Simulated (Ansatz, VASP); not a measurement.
**Two plane-wave programs on Pt**

The input INCAR:

```
  ALGO = Normal
  EDIFF = 1E-6
  ENCUT = 520
  GGA = PE
  ISIF = 2
  ISMEAR = 0
  LASPH = True
  LCHARG = True
  LELF = True
  LREAL = False
  LVHAR = True
  LWAVE = False
  NBANDS = 11
  NELM = 60
  PREC = Accurate
  SIGMA = 0.15
```

The input KPOINTS:

```
k-points
0
Gamma
  20 20 20
```

POSCAR

```
Pt
1.0
    0.0000000000      1.8600050000      2.0557950000
    1.8600050000      0.0000000000      2.0557950000
    1.8600050000      1.8600050000      0.0000000000
Pt
1
Direct
    0.0000000000      0.0000000000      0.0000000000
```

Input for Ansatz:

```yaml
crystal:
  lattice:
    - [0.0, 1.860005, 2.055795]
    - [1.860005, 0.0, 2.055795]
    - [1.860005, 1.860005, 0.0]
  atoms:
    - { symbol: Pt, position: [0.0, 0.0, 0.0] }
basis:
  ecutwfc: 420
kpoints:
  mp_grid: { grid: [20, 20, 20] }
hamiltonian:
  xc: pbe
scf:
  occupations: { method: gaussian, width: 0.15 }
output:
  forces: true
  stress: true
  eigenvalues: true
```

Change from the starting cell: strain -0.050 along x and y, +0.050 along z, atoms carried along.

Alike in both runs: task single point; functional PBE; k mesh 20 × 20 × 20; occupations gaussian, width 0.15 eV; no spin polarisation.

```csv
,VASP,Ansatz
version,VASP 6.6.1,Ansatz 0.2.0
potentials or method,"VASP PAW PBE potentials, release 64 (Pt), cutoff 520 eV","scalar-relativistic, plane waves, PAW"
valence electrons in the cell,10,18
```

Ansatz gave:

```
gap on the k mesh at the Fermi level (eV)                     : none
pressure (GPa)                                                : 32.3
traceless stress, the component that is largest in VASP (GPa) : -11.26
```

Question: What did VASP give for the same quantities?

Answer: gap on the k mesh at the Fermi level (eV): none; pressure (GPa): 31.6; traceless stress, the component that is largest in VASP (GPa): -11.18.

A gap of «none» marks a metal or a gap that the smearing closes. Both programs put the cell under a high pressure, so it lies far from rest at this level. With one functional, cell and mesh, what is left measures potentials, basis and numerics. VASP's potentials hold 10 valence electrons a cell and Ansatz's 18, so a difference there can come from the potentials and not from the codes.

Spin-orbit coupling is off throughout.
